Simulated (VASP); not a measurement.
Input of a VASP 6.6.1 run:

INCAR

```
  ALGO = Normal
  EDIFF = 1E-6
  ENCUT = 520
  GGA = CA
  ISIF = 2
  ISMEAR = -1
  LASPH = T
  LCHARG = F
  LREAL = F
  LWAVE = F
  NBANDS = 11
  NELM = 60
  PREC = Accurate
  SIGMA = 0.05
```

File KPOINTS:

```
k-points
0
Gamma
  12 12 3
```

The input POSCAR:

```
C
1.0
    2.4884918972      0.0000000000      0.0000000000
   -1.2442459486      2.1550972001      0.0000000000
    0.0000000000      0.0000000000      8.6359715305
C
2
Direct
    0.6666666667      0.3333333333      0.0000000000
    0.3333333333      0.6666666667      0.0000000000
```

Potentials or basis: VASP PAW LDA potentials, release 64 (C).

The run is started by

```sh
$ cat potpaw_LDA.64/C/POTCAR > POTCAR
$ mpirun -np 1 vasp_std > vasp.out
```

Q: Predict the band gap on the k mesh.

A: Zero (filled and empty bands touch).
